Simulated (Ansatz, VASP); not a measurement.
**Pt in VASP and in Ansatz**

```
Pt
1.0
     0.00000    1.98521    1.98521
     1.98521    0.00000    1.98521
     1.98521    1.98521    0.00000
Pt
1
Direct
  0.00000 0.00000 0.00000
```

Alike in both runs: task single point; functional PBE; k mesh 18 × 18 × 18; occupations gaussian, width 0.05 eV; no spin polarisation.

|  | VASP | Ansatz |
| --- | --- | --- |
| version | VASP 6.6.1 | Ansatz 0.2.0 |
| potentials or method | VASP PAW PBE potentials, release 64 (Pt), cutoff 520 eV | scalar-relativistic, plane waves, PAW |
| valence electrons in the cell | 10 | 18 |

Ansatz gave:

| Property | Result |
| --- | --- |
| gap on the k mesh at the Fermi level (eV) | none |
| pressure (GPa) | -0.1 |

Q: What did VASP give for the same quantities?

A: gap on the k mesh at the Fermi level (eV): none; pressure (GPa): -0.6.

A gap of «none» marks a metal or a gap that the smearing closes. VASP's potentials hold 10 valence electrons a cell and Ansatz's 18, so a difference there can come from the potentials and not from the codes.

Spin-orbit coupling is off throughout.
